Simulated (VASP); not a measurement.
# Ti6C in VASP: further runs

The runs below take Ti6C through relaxation of the atoms, with PBE.

All numbers are computed with VASP 6.6.1; they aren't measurements. Logs are shortened: lines on timing, memory, paths and dates and some standing lists are left out, and cuts for length are marked.

**1. The cell of the first run**

The cell holds a slab with vacuum, 7 atoms: a = 2.832 Å, b = 4.579 Å, c = 22.051 Å, α = 90.00°, β = 90.00°, γ = 90.00°.

**2. Relaxation of the atoms, PBE**

Contents of INCAR:

```
SYSTEM = Ti6C
PREC     = Accurate       ! precision mode
ENCUT    = 520            ! plane-wave cutoff, eV
EDIFF    = 1E-7           ! SCF threshold, eV
ISMEAR   = 0              ! smearing method
SIGMA    = 0.1            ! smearing width, eV
LREAL    = .FALSE.        ! projectors in reciprocal space
LASPH    = .TRUE.         ! aspherical terms in the spheres
NELM     = 120            ! most SCF steps
ALGO     = Normal         ! electronic algorithm
ISIF     = 2              ! what is computed and relaxed
LWAVE    = .FALSE.        ! write WAVECAR
LCHARG   = .FALSE.        ! write CHGCAR
LDIPOL   = .TRUE.       
IDIPOL   = 3            
DIPOL    = 0.5 0.5 0.355
GGA      = PE             ! functional
IBRION   = 2              ! ionic algorithm
NSW      = 36             ! ionic steps
EDIFFG   = -0.025         ! ionic threshold
GGA_COMPAT= .FALSE.      
NELMIN   = 4            
NELMDL   = -8           
KPAR     = 4
```

Contents of KPOINTS:

```
Automatic mesh
0
G
  9 6 1
  0 0 0
```

Contents of POSCAR:

```
Ti6C
1.0
    2.8319727860      0.0000000000      0.0000000000
    0.0000000000      4.5793473380      0.0000000000
    0.0000000000      0.0000000000     22.0506909065
Ti C
6 1
Selective dynamics
Direct
    0.5000000000      0.0000000000      0.1814002118  F F F
    0.0000000000      0.5000000000      0.2413504290  F F F
    0.5000000000      0.0000000000      0.3013006462  F F F
    0.5000000000      0.5000000000      0.3625816208  F F F
    0.0000000000      0.0000000000      0.4208167734  F F F
    0.5000000000      0.5000000000      0.4784743912  F F F
    0.6666666667      1.0000000000      0.4969963664  F F T
```

Potentials or basis: VASP PAW PBE potentials, release 64 (Ti_sv, C).

Started as:

```
$ cat potpaw_PBE.64/Ti_sv/POTCAR potpaw_PBE.64/C/POTCAR > POTCAR
$ mpirun -np 4 vasp_std > vasp.out
```

OUTCAR:

```text
SYSTEM = Ti6C
   PREC = Accurate
   ENCUT = 520
   EDIFF = 1E-7
   ISMEAR = 0
   LREAL = .FALSE.
   LASPH = .TRUE.
   NELM = 120
   ISIF = 2
   GGA = PE
   IBRION = 2
   NSW = 36
   EDIFFG = -0.025
   NELMIN = 4
   NELMDL = -8

 ion  position               nearest neighbor table
   1  0.500  0.000  0.181-   3 2.64
   2  0.000  0.500  0.241-
   3  0.500  0.000  0.301-   1 2.64   4 2.66   4 2.66
   4  0.500  0.500  0.363-   6 2.56   3 2.66   3 2.66
   5  0.000  0.000  0.421-   7 1.93
   6  0.500  0.500  0.478-   7 2.37   7 2.37   4 2.56
   7  0.667  0.000  0.497-   5 1.93   6 2.37   6 2.37

  LATTYP: Found a simple orthorhombic cell.
 ALAT       =     2.8319727860
 B/A-ratio  =     1.6170167173
 C/A-ratio  =     7.7863357358

  Lattice vectors:

 A1 = (   2.8319727860,   0.0000000000,   0.0000000000)
 A2 = (   0.0000000000,   4.5793473380,   0.0000000000)
 A3 = (   0.0000000000,   0.0000000000,  22.0506909065)

Analysis of symmetry for initial positions (statically):
=====================================================================
 Subroutine PRICEL returns:
 Original cell was already a primitive cell.

 Routine SETGRP: Setting up the symmetry group for a
 simple orthorhombic supercell.

 Subroutine GETGRP returns: Found  2 space group operations
 (whereof  2 operations were pure point group operations)
 out of a pool of  8 trial point group operations.

The static configuration has the point symmetry C_1h.

Analysis of symmetry for dynamics (positions and initial velocities):
=====================================================================
 Subroutine PRICEL returns:
 Original cell was already a primitive cell.

 Routine SETGRP: Setting up the symmetry group for a
 simple orthorhombic supercell.

 Subroutine GETGRP returns: Found  2 space group operations
 (whereof  2 operations were pure point group operations)
 out of a pool of  8 trial point group operations.

The dynamic configuration has the point symmetry C_1h.

Analysis of constrained symmetry for selective dynamics:
[... 124 lines left out ...]
   POTIM  = 0.5000    time-step for ionic-motion
   TEBEG  =    0.0;   TEEND  =   0.0 temperature during run
   PSTRESS=    0.0 pullay stress
   NELECT =      76.0000    total number of electrons
   NUPDOWN=      -1.0000    fix difference up-down
   EMIN   =  10.00;   EMAX   =-10.00  energy-range for DOS
   EFERMI =   0.00;   METHOD = LEGACY
   ISMEAR =     0;   SIGMA  =   0.10  broadening in eV -4-tet -1-fermi 0-gaus
   EFERMI_NEDOS =   21; number of points for ismear=-14 and -15
   IALGO  =     38    algorithm
   IMIX   =      4    mixing-type and parameters
     AMIX     =   0.40;   BMIX     =  1.00
     AMIX_MAG =   1.60;   BMIX_MAG =  1.00
  volume/ion in A,a.u.               =      40.85       275.69
  Fermi-wavevector in a.u.,A,eV,Ry     =   1.052546  1.989023 15.073256  1.107853
  Thomas-Fermi vector in A             =   2.187633
   LORBIT       =      0    0 simple, 1 ext, 2 COOP (PROOUT), +10 PAW based schemes
   GGA     = PE    functional components
   LHFCALC =     F    Hartree Fock is set to
   AEXX    =    0.0000 exact exchange contribution
   IVDW    =     0    specifies the selected vdW correction
   LEPSILON=     F    determine dielectric tensor
   LRPA    =     F    only Hartree local field effects (RPA)
 conjugate gradient relaxation of ions
 non-spin polarized calculation
 Gauss-broadening in eV      SIGMA  =   0.10
  energy-cutoff  :      520.00
  volume of cell :      285.97
 maximum number of plane-waves:      7748
 NGX is ok and might be reduce to    24
   NGX = 11   NGY = 17   NGZ = 81

 dipolmoment           0.000000      0.000000     -0.039668 electrons x Angstroem

--------------------------------------- Ionic step        1  -------------------------------------------

 number of electron      75.9999999 magnetization

 Free energy of the ion-electron system (eV)
  ---------------------------------------------------
  ext. energy  EPLUGINS =         0.00000000
  ---------------------------------------------------
  free energy    TOTEN  =       -51.82859936 eV

  energy without entropy =      -51.78438555  energy(sigma->0) =      -51.80649245

------------------------ aborting loop because EDIFF is reached ----------------------------------------

  FORCE on cell =-STRESS in cart. coord.  units (eV):
  Direction    XX          YY          ZZ          XY          YZ          ZX
  --------------------------------------------------------------------------------------
  -------------------------------------------------------------------------------------
  Total       -0.8131440    -11.0121999      0.6977364      0.0000000      0.0000000     -0.8734612
  in kB       -4.5557848    -61.6978181      3.9091930      0.0000000      0.0000000     -4.8937225
  external PRESSURE =     -20.7814699 kB  Pullay stress =       0.0000000 kB
[... 69 lines left out ...]
--------------------------------------- Ionic step        3  -------------------------------------------

 number of electron      75.9999999 magnetization

 dipolmoment           0.000000      0.000000      0.095218 electrons x Angstroem

 Free energy of the ion-electron system (eV)
  ---------------------------------------------------
  ext. energy  EPLUGINS =         0.00000000
  ---------------------------------------------------
  free energy    TOTEN  =       -51.83835293 eV

  energy without entropy =      -51.79434538  energy(sigma->0) =      -51.81634915

 E-fermi :   0.7050     XC(G=0):  -5.3536

 val. band max:        0.7044666977   @ k =   0.2222   0.3333   0.0000
 cond. band min:       0.7186663140   @ k =   0.3333   0.5000   0.0000
 fundamental gap:      0.0141996163
 Fermi energy:         0.7049735920

 k-point     1 :       0.0000    0.0000    0.0000
  band No.  band energies     occupation
      1     -56.3642      2.00000
      2     -56.2480      2.00000
      3     -56.1372      2.00000
      4     -55.8840      2.00000
      5     -55.7149      2.00000
      6     -55.6500      2.00000
[... 949 lines left out ...]
     44       1.7371      0.00000
     45       1.7743      0.00000

------------------------ aborting loop because EDIFF is reached ----------------------------------------

 vacuum level on the upper side and lower side of the slab       (xc-potential included)         0.530        -0.787

  FORCE on cell =-STRESS in cart. coord.  units (eV):
  Direction    XX          YY          ZZ          XY          YZ          ZX
  --------------------------------------------------------------------------------------
  -------------------------------------------------------------------------------------
  Total       -0.3496926    -10.8059082      1.3818129      0.0000000      0.0000000     -1.1905746
  in kB       -1.9592150    -60.5420323      7.7418539      0.0000000      0.0000000     -6.6704071
  external PRESSURE =     -18.2531311 kB  Pullay stress =       0.0000000 kB
[... 22 lines left out ...]
  FREE ENERGIE OF THE ION-ELECTRON SYSTEM (eV)
  ---------------------------------------------------
  free  energy   TOTEN  =       -51.8383529264 eV

  energy  without entropy=      -51.7943453815  energy(sigma->0) =      -51.81634915

 reached required accuracy - stopping structural energy minimisation

 vacuum level on the upper side and lower side of the slab         5.329         3.976
```

OSZICAR:

```text
N       E                     dE             d eps       ncg     rms          rms(c)
DAV:   1     0.962510576130E+03    0.96251E+03   -0.41251E+04  2040   0.172E+03
DAV:   2     0.798757970806E+02   -0.88263E+03   -0.86864E+03  1871   0.545E+02
DAV:   3    -0.396920393531E+02   -0.11957E+03   -0.11701E+03  2899   0.174E+02
[... 75 lines left out ...]
DAV:  17    -0.518383513884E+02   -0.13627E-05   -0.12731E-07  1355   0.102E-03    0.107E-03
DAV:  18    -0.518383522075E+02   -0.81910E-06   -0.98397E-08  1371   0.804E-04    0.673E-04
DAV:  19    -0.518383526294E+02   -0.42190E-06   -0.34585E-08  1199   0.595E-04    0.449E-04
DAV:  20    -0.518383528693E+02   -0.23986E-06   -0.29754E-08  1137   0.623E-04    0.128E-04
DAV:  21    -0.518383529264E+02   -0.57044E-07   -0.11520E-08  1085   0.432E-04
   3 F= -.51838353E+02 E0= -.51816349E+02  d E =-.975356E-02
```

CONTCAR:

```text
Ti6C
   1.00000000000000
     2.8319727860000001    0.0000000000000000    0.0000000000000000
     0.0000000000000000    4.5793473379999998    0.0000000000000000
     0.0000000000000000    0.0000000000000000   22.0506909065000016
  Ti              C
     6     1
Selective dynamics
Direct
     0.5000000000000000    0.0000000000000000    0.1814002118000033   F   F   F
     0.0000000000000000    0.5000000000000000    0.2413504290000006   F   F   F
     0.5000000000000000    0.0000000000000000    0.3013006461999979   F   F   F
     0.5000000000000000    0.5000000000000000    0.3625816208000003   F   F   F
     0.0000000000000000    0.0000000000000000    0.4208167733999986   F   F   F
     0.5000000000000000    0.5000000000000000    0.4784743912000025   F   F   F
     0.6666666667000030    0.0000000000000000    0.4951450968889814   F   F   T

  0.00000000E+00  0.00000000E+00  0.00000000E+00
  0.00000000E+00  0.00000000E+00  0.00000000E+00
  0.00000000E+00  0.00000000E+00  0.00000000E+00
  0.00000000E+00  0.00000000E+00  0.00000000E+00
  0.00000000E+00  0.00000000E+00  0.00000000E+00
  0.00000000E+00  0.00000000E+00  0.00000000E+00
  0.00000000E+00  0.00000000E+00  0.00000000E+00
```

Run time: 7.8 min. Hardware: 4 MPI ranks of AMD EPYC 7R13 (Zen 3), shared host; peak memory 0.5 GiB.

What came out:

| Item | Value |
| --- | --- |
| Free energy | -51.8384 eV |
| Energy gained by relaxing | 1.4 meV/atom |
| Ionic steps | 3 |
| Band gap on the k mesh | zero (bands 38 and 39 overlap by 0.14 eV) |

Step by step:
| step | energy change (eV) | largest force on free atoms (eV/Å) | pressure (GPa) |
| --- | --- | --- | --- |
| 1 | 0.0000 | 0.4698 | -2.08 |
| 2 | -0.0078 | 0.2153 | -1.94 |
| 3 | -0.0098 | 0.0010 | -1.83 |

Final structure:
```cif
data_structure
_symmetry_space_group_name_H-M 'P 1'
_symmetry_Int_Tables_number 1
_cell_length_a 2.8320
_cell_length_b 4.5793
_cell_length_c 22.0507
_cell_angle_alpha 90.000
_cell_angle_beta 90.000
_cell_angle_gamma 90.000
_cell_volume 285.97
loop_
_atom_site_label
_atom_site_type_symbol
_atom_site_fract_x
_atom_site_fract_y
_atom_site_fract_z
_atom_site_occupancy
Ti1 Ti 0.50000 0.00000 0.18140 1
Ti2 Ti 0.00000 0.50000 0.24135 1
Ti3 Ti 0.50000 0.00000 0.30130 1
Ti4 Ti 0.50000 0.50000 0.36258 1
Ti5 Ti 0.00000 0.00000 0.42082 1
Ti6 Ti 0.50000 0.50000 0.47847 1
C1 C 0.66667 0.00000 0.49515 1
```

Levels at points of the mesh, in eV from the Fermi level:
```
           k point  band 35  band 36  band 37  band 38  band 39  band 40  band 41  band 42
(0.00, 0.00, 0.00)    -0.65    -0.55    -0.26    -0.05     0.05     0.21     0.31     0.61
(0.00, 0.50, 0.00)    -0.48    -0.43    -0.30    -0.23     0.13     0.27     0.28     0.48
```

**3. Relaxation of the atoms, PBE**

Contents of INCAR:

```
PREC     = Accurate       # precision mode
ENCUT    = 520            # plane-wave cutoff, eV
EDIFF    = 1E-7           # SCF threshold, eV
ISMEAR   = 0              # smearing method
SIGMA    = 0.1            # smearing width, eV
LREAL    = False          # projectors in reciprocal space
LASPH    = True           # aspherical terms in the spheres
NELM     = 120            # most SCF steps
ALGO     = Normal         # electronic algorithm
ISIF     = 2              # what is computed and relaxed
LWAVE    = False          # write WAVECAR
LCHARG   = False          # write CHGCAR
LDIPOL   = True         
IDIPOL   = 3            
DIPOL    = 0.5 0.5 0.357
GGA      = PE             # functional
IBRION   = 2              # ionic algorithm
NSW      = 36             # ionic steps
EDIFFG   = -0.025         # ionic threshold
GGA_COMPAT= False        
NELMIN   = 4            
NELMDL   = -8           
KPAR     = 4
```

Contents of KPOINTS:

```
regular mesh
0
Gamma
  9 6 1
```

POSCAR: that of step 2 with these lines changed.

```diff
@@ -15,2 +15,2 @@
     0.5000000000      0.5000000000      0.4784743912  F F F
-    0.6666666667      1.0000000000      0.4969963664  F F T
+    1.0000000000      0.8000000000      0.5147544335  F F T
```

Potentials or basis: VASP PAW PBE potentials, release 64 (Ti_sv, C).

Started as:

```
$ cat potpaw_PBE.64/Ti_sv/POTCAR potpaw_PBE.64/C/POTCAR > POTCAR
$ mpirun -np 4 vasp_std > vasp.out
```

It took 15 min on 4 MPI ranks of Intel Xeon Platinum 8259CL at 2.50GHz (Skylake/Cascade Lake), shared host; peak memory 0.52 GiB.

It converged, with:

```yaml
Free_energy: -52.0234 eV
Energy_gained_by_relaxing: 107.1 meV/atom
Ionic_steps: 6
Band_gap_on_the_k_mesh: zero (bands 38 and 39 overlap by 0.15 eV)
```

The path:
```tsv
step	energy change (eV)	largest force on free atoms (eV/Å)	pressure (GPa)
1	0.0000	2.7590	-2.23
2	-0.3415	2.3747	-1.67
3	-0.6236	2.1630	0.98
4	-0.7185	0.8963	-0.51
5	-0.7487	0.1644	-0.12
6	-0.7496	0.0046	-0.03
```

Final structure:
```cif
data_structure
_symmetry_space_group_name_H-M 'P 1'
_symmetry_Int_Tables_number 1
_cell_length_a 2.8320
_cell_length_b 4.5793
_cell_length_c 22.0507
_cell_angle_alpha 90.000
_cell_angle_beta 90.000
_cell_angle_gamma 90.000
_cell_volume 285.97
loop_
_atom_site_label
_atom_site_type_symbol
_atom_site_fract_x
_atom_site_fract_y
_atom_site_fract_z
_atom_site_occupancy
Ti1 Ti 0.50000 0.00000 0.18140 1
Ti2 Ti 0.00000 0.50000 0.24135 1
Ti3 Ti 0.50000 0.00000 0.30130 1
Ti4 Ti 0.50000 0.50000 0.36258 1
Ti5 Ti 0.00000 0.00000 0.42082 1
Ti6 Ti 0.50000 0.50000 0.47847 1
C1 C 0.00000 0.80000 0.49618 1
```

Levels at points of the mesh, in eV from the Fermi level:
```
           k point  band 35  band 36  band 37  band 38  band 39  band 40  band 41  band 42
(0.00, 0.00, 0.00)    -0.45    -0.43    -0.30    -0.09     0.05     0.18     0.40     0.45
(0.00, 0.50, 0.00)    -0.45    -0.38    -0.22    -0.18     0.22     0.30     0.46     0.54
```

The gap in the log of VASP goes by the Fermi energy; the results here count the filled bands.